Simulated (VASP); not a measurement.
# Al4Ni (I4/m) in VASP: further runs

The runs below take Al4Ni through single point, with PBE.

All numbers are computed with VASP 6.6.1; they aren't measurements. Logs are shortened: lines on timing, memory, paths and dates and some standing lists are left out, and cuts for length are marked.

## (1) The cell of the first run

The structure is tetragonal, space group I4/m (No. 87). Conventional cell: a = 6.871 Å, b = 6.871 Å, c = 3.073 Å, α = 90.00°, β = 90.00°, γ = 90.00°. Al (site symmetry m) has 11 Al at 2.66 to 3.07 Å and 3 Ni at 2.66 to 3.07 Å within 3.5 Å. Within 3.5 Å of Ni (site symmetry 4/m) lie 12 Al at 2.66 to 3.07 Å and 2 Ni at 3.07 Å.

## (2) Single point, PBE, collinear spin, ferromagnetic start

INCAR reads:

```
SYSTEM = Al4Ni
PREC = Accurate ; ENCUT = 520
EDIFF = 1E-7 ; ISMEAR = 0
SIGMA = 0.1 ; LREAL = .False.
LASPH = .True. ; NELM = 150
ALGO = Fast ; ISIF = 2
LWAVE = .False. ; LCHARG = .False.
ISPIN = 2 ; MAGMOM = 0 0 0 0 2
LORBIT = 11 ; LMAXMIX = 4
GGA = PE ; NBANDS = 23
```

KPOINTS reads:

```
regular mesh
0
Gamma
  6 6 6
  0 0 0
```

POSCAR reads:

```
Al4Ni
1.0
   -3.4354201200      3.4354201200      1.5363665900
    3.4354201200     -3.4354201200      1.5363665900
    3.4354201200      3.4354201200     -1.5363665900
Al Ni
4 1
Direct
    0.9000000000      0.7000000000      0.6000000000
    0.1000000000      0.3000000000      0.4000000000
    0.7000000000      0.1000000000      0.8000000000
    0.3000000000      0.9000000000      0.2000000000
    0.5000000000      0.5000000000      0.0000000000
```

Potentials or basis: VASP PAW PBE potentials, release 64 (Al, Ni).

Command:

```bash
$ cat potpaw_PBE.64/Al/POTCAR potpaw_PBE.64/Ni/POTCAR > POTCAR
$ mpirun -np 1 vasp_std > vasp.out
```

OUTCAR:

```text
SYSTEM = Al4Ni
   PREC = Accurate
   ENCUT = 520
   EDIFF = 1E-7
   ISMEAR = 0
   LREAL = .False.
   LASPH = .True.
   NELM = 150
   ISIF = 2
   ISPIN = 2
   LORBIT = 11
   GGA = PE

 ion  position               nearest neighbor table
   1  0.900  0.700  0.600-   2 2.66   2 2.66   5 2.66   5 2.66   4 2.66   3 2.66   4 2.66   3 2.66
                             3 3.07   5 3.07   4 3.07   2 3.07
   2  0.100  0.300  0.400-   1 2.66   1 2.66   5 2.66   5 2.66   3 2.66   4 2.66   3 2.66   4 2.66
                             4 3.07   5 3.07   3 3.07   1 3.07
   3  0.700  0.100  0.800-   5 2.66   2 2.66   1 2.66   5 2.66   2 2.66   4 2.66   1 2.66   4 2.66
                             1 3.07   4 3.07   2 3.07   5 3.07
   4  0.300  0.900  0.200-   1 2.66   5 2.66   2 2.66   5 2.66   1 2.66   3 2.66   2 2.66   3 2.66
                             2 3.07   3 3.07   1 3.07   5 3.07
   5  0.500  0.500  0.000-   2 2.66   1 2.66   2 2.66   1 2.66   3 2.66   4 2.66   3 2.66   4 2.66
                             2 3.07   1 3.07   3 3.07   4 3.07

  LATTYP: Found a body centered tetragonal cell.
 ALAT       =     6.8708402400
 C/A-ratio  =     0.4472135973

  Lattice vectors:

 A1 = (  -3.4354201200,   3.4354201200,   1.5363665900)
 A2 = (   3.4354201200,  -3.4354201200,   1.5363665900)
 A3 = (   3.4354201200,   3.4354201200,  -1.5363665900)

Analysis of symmetry for initial positions (statically):
=====================================================================
 Subroutine PRICEL returns:
 Original cell was already a primitive cell.

 Routine SETGRP: Setting up the symmetry group for a
 body centered tetragonal supercell.

 Subroutine GETGRP returns: Found  8 space group operations
 (whereof  8 operations were pure point group operations)
 out of a pool of 16 trial point group operations.

The static configuration has the point symmetry C_4h.

Analysis of symmetry for dynamics (positions and initial velocities):
=====================================================================
 Subroutine PRICEL returns:
 Original cell was already a primitive cell.

 Routine SETGRP: Setting up the symmetry group for a
 body centered tetragonal supercell.

 Subroutine GETGRP returns: Found  8 space group operations
 (whereof  8 operations were pure point group operations)
 out of a pool of 16 trial point group operations.

The dynamic configuration has the point symmetry C_4h.

Analysis of structural, dynamic, and magnetic symmetry:
=====================================================================
 Subroutine PRICEL returns:
 Original cell was already a primitive cell.

 Routine SETGRP: Setting up the symmetry group for a
 body centered tetragonal supercell.

 Subroutine GETGRP returns: Found  8 space group operations
 (whereof  8 operations were pure point group operations)
 out of a pool of 16 trial point group operations.

The overall configuration has the point symmetry C_4h.

 Subroutine INISYM returns: Found  8 space group operations
 (whereof  8 operations are pure point group operations),
 and found     1 'primitive' translations

----------------------------------------------------------------------------------------

                                     Primitive cell

  volume of cell :      72.5295

  direct lattice vectors                    reciprocal lattice vectors
    -3.435420120  3.435420120  1.536366590     0.000000000  0.145542607  0.325443161
     3.435420120 -3.435420120  1.536366590     0.145542607  0.000000000  0.325443161
     3.435420120  3.435420120 -1.536366590     0.145542607  0.145542607  0.000000000

  length of vectors
     5.095551501  5.095551501  5.095551501     0.356505122  0.356505122  0.205828329

  position of ions in fractional coordinates (direct lattice)
     0.900000000  0.700000000  0.600000000
     0.100000000  0.300000000  0.400000000
     0.700000000  0.100000000  0.800000000
     0.300000000  0.900000000  0.200000000
     0.500000000  0.500000000  0.000000000
[... 37 lines left out ...]
  0.000000  0.000000  0.000000      1.000000
  0.166667  0.000000  0.000000      8.000000
  0.333333 -0.000000  0.000000      8.000000
  0.500000 -0.000000  0.000000      4.000000
  0.166667  0.166667 -0.000000      8.000000
  0.333333  0.166667  0.000000      8.000000
[... 16 lines left out ...]
 -0.333333  0.333333 -0.166667      4.000000
 -0.166667  0.333333  0.166667      8.000000
 [... further k-points ...]
   k-points           NKPTS =     36   k-points in BZ     NKDIM =     36   number of bands    NBANDS=     23
   number of dos      NEDOS =    301   number of ions     NIONS =      5
   total plane-waves  NPLWV =  64000
   dimension x,y,z NGX =    40 NGY =   40 NGZ =   40
   dimension x,y,z NGXF=    80 NGYF=   80 NGZF=   80
   ions per type =               4   1
   NGX,Y,Z   is equivalent  to a cutoff of  13.05, 13.05, 13.05 a.u.
   NGXF,Y,Z  is equivalent  to a cutoff of  26.10, 26.10, 26.10 a.u.
 SYSTEM =  Al4Ni
   PREC   = accura    normal or accurate (medium, high low for compatibility)
   ISTART =      0    job   : 0-new  1-cont  2-samecut
   ICHARG =      2    charge: 1-file 2-atom 10-const
   ISPIN  =      2    spin polarized calculation?
   LNONCOLLINEAR =      F non collinear calculations
   LSORBIT =      F    spin-orbit coupling
   LASPH  =      T    aspherical Exc in radial PAW
   ENCUT  =  520.0 eV  38.22 Ry    6.18 a.u.   9.47  9.47  9.47*2*pi/ulx,y,z
   NELM   =    150;   NELMIN=  2; NELMDL= -5     # of ELM steps
   EDIFF  = 0.1E-06   stopping-criterion for ELM
   LREAL  =      F    real-space projection
   EDIFFG = 0.1E-05   stopping-criterion for IOM
   NSW    =      0    number of steps for IOM
   IBRION =     -1    ionic relax: 0-MD 1-quasi-New 2-CG
   NFREE  =      0    steps in history (QN), initial steepest desc. (CG)
   ISIF   =      2    stress and relaxation
   ISYM   =      2    0-nonsym 1-usesym 2-fastsym
   POTIM  = 0.5000    time-step for ionic-motion
   TEBEG  =    0.0;   TEEND  =   0.0 temperature during run
   PSTRESS=    0.0 pullay stress
   NELECT =      22.0000    total number of electrons
   NUPDOWN=      -1.0000    fix difference up-down
   EMIN   =  10.00;   EMAX   =-10.00  energy-range for DOS
   EFERMI =   0.00;   METHOD = LEGACY
   ISMEAR =     0;   SIGMA  =   0.10  broadening in eV -4-tet -1-fermi 0-gaus
   EFERMI_NEDOS =   21; number of points for ismear=-14 and -15
   IALGO  =     68    algorithm
   IMIX   =      4    mixing-type and parameters
     AMIX     =   0.40;   BMIX     =  1.00
     AMIX_MAG =   1.60;   BMIX_MAG =  1.00
  volume/ion in A,a.u.               =      14.51        97.89
  Fermi-wavevector in a.u.,A,eV,Ry     =   1.099962  2.078626 16.461901  1.209916
  Thomas-Fermi vector in A             =   2.236365
   LORBIT       =     11    0 simple, 1 ext, 2 COOP (PROOUT), +10 PAW based schemes
   GGA     = PE    functional components
   LHFCALC =     F    Hartree Fock is set to
   AEXX    =    0.0000 exact exchange contribution
   IVDW    =     0    specifies the selected vdW correction
   LEPSILON=     F    determine dielectric tensor
   LRPA    =     F    only Hartree local field effects (RPA)
 spin polarized calculation
 RMM-DIIS sequential band-by-band and
 Gauss-broadening in eV      SIGMA  =   0.10
  energy-cutoff  :      520.00
  volume of cell :       72.53
 maximum number of plane-waves:      1977
 NGX is ok and might be reduce to    40
   NGX = 19   NGY = 19   NGZ = 19

 number of electron      22.0000005 magnetization      -0.0530952

 number of electron      22.0000005 magnetization       0.0002593

 Free energy of the ion-electron system (eV)
  ---------------------------------------------------
  ext. energy  EPLUGINS =         0.00000000
  ---------------------------------------------------
  free energy    TOTEN  =       -20.55705339 eV

  energy without entropy =      -20.54774518  energy(sigma->0) =      -20.55239929

 E-fermi :   8.8919     XC(G=0): -10.8684

 val. band max:        8.8553865638   @ k =   0.1667   0.1667   0.1667
 cond. band min:       8.9019730494   @ k =   0.5000   0.1667   0.0000
 fundamental gap:      0.0465864856
 Fermi energy:         8.8919368689

 spin component 1

 k-point     1 :       0.0000    0.0000    0.0000
  band No.  band energies     occupation
      1      -2.5690      1.00000
      2       2.8669      1.00000
      3       3.6853      1.00000
      4       3.6853      1.00000
      5       4.0105      1.00000
      6       6.2631      1.00000
[... 613 lines left out ...]
     22      18.0203      0.00000
     23      19.0345      0.00000

 [... further k-points ...]

 spin component 2

 k-point     1 :       0.0000    0.0000    0.0000
  band No.  band energies     occupation
      1      -2.5690      1.00000
      2       2.8669      1.00000
      3       3.6853      1.00000
      4       3.6853      1.00000
      5       4.0105      1.00000
      6       6.2633      1.00000
[... 613 lines left out ...]
     22      18.0203      0.00000
     23      19.0351      0.00000

 [... further k-points ...]

------------------------ aborting loop because EDIFF is reached ----------------------------------------

  FORCE on cell =-STRESS in cart. coord.  units (eV):
  Direction    XX          YY          ZZ          XY          YZ          ZX
  --------------------------------------------------------------------------------------
  -------------------------------------------------------------------------------------
  Total        0.6431816      0.6431816      1.7972123     -0.0000000     -0.0000000      0.0000000
  in kB       14.2078927     14.2078927     39.7004491     -0.0000003     -0.0000000      0.0000000
  external PRESSURE =      22.7054115 kB  Pullay stress =       0.0000000 kB

 VOLUME and BASIS-vectors are now :
 -----------------------------------------------------------------------------
  energy-cutoff  :      520.00
  volume of cell :       72.53
      direct lattice vectors                 reciprocal lattice vectors
    -3.435420120  3.435420120  1.536366590     0.000000000  0.145542607  0.325443161
     3.435420120 -3.435420120  1.536366590     0.145542607  0.000000000  0.325443161
     3.435420120  3.435420120 -1.536366590     0.145542607  0.145542607  0.000000000

 POSITION                                       TOTAL-FORCE (eV/Angst)
 -----------------------------------------------------------------------------------
      1.37417      2.74834      1.53637         1.135697      0.204022      0.000000
      2.06125      0.68708      0.00000        -1.135697     -0.204022      0.000000
      0.68708      4.80959      0.00000        -0.204022      1.135697     -0.000000
      2.74834     -1.37417      1.53637         0.204022     -1.135697      0.000000
      0.00000      0.00000      1.53637        -0.000000      0.000000      0.000000
 -----------------------------------------------------------------------------------
    total drift:                               -0.000000     -0.000000      0.000000

  FREE ENERGIE OF THE ION-ELECTRON SYSTEM (eV)
  ---------------------------------------------------
  free  energy   TOTEN  =       -20.5570533930 eV

  energy  without entropy=      -20.5477451786  energy(sigma->0) =      -20.55239929

 total charge

# of ion       s       p       d       tot
------------------------------------------
    1        0.423   0.367   0.000   0.790
    2        0.423   0.367   0.000   0.790
    3        0.423   0.367   0.000   0.790
    4        0.423   0.367   0.000   0.790
    5        0.439   0.368   8.412   9.219
--------------------------------------------------
tot          2.133   1.835   8.412  12.379

 magnetization (x)

# of ion       s       p       d       tot
------------------------------------------
    1       -0.000  -0.000   0.000  -0.000
    2       -0.000  -0.000   0.000  -0.000
    3       -0.000  -0.000   0.000  -0.000
    4       -0.000  -0.000   0.000  -0.000
    5        0.000   0.000   0.000   0.000
--------------------------------------------------
tot         -0.000  -0.000   0.000   0.000
```

Wall time 2.3 min (1 thread of Intel Xeon 6975P-C (Granite Rapids), shared host); peak memory 0.33 GiB.

What came out:

* Free energy: -20.5571 eV
* Pressure: 2.3 GPa
* Largest force: 1.154 eV/Å
* Band gap on the k mesh: zero (filled and empty bands overlap)
* Net moment: 0.00 μB per cell
* Valence electrons inside the program's atomic spheres: Al 0.79; Ni 9.22

Forces in eV/Å, atoms in the order of the input:
```
Al   1.136  0.204  0.000
Al  -1.136 -0.204  0.000
Al  -0.204  1.136  0.000
Al   0.204 -1.136  0.000
Ni   0.000  0.000  0.000
```

Stress tensor (GPa, compression positive):
```
1.42 0.00 0.00
0.00 1.42 0.00
0.00 0.00 3.97
```

Caveat: the k points lie up to 0.37 Å⁻¹ apart, too coarse for converged energies and pressures of a metal; forces of over 1 eV/Å act on the atoms, so gaps and moduli don't describe the material at rest.

[end of part 1 of 2]
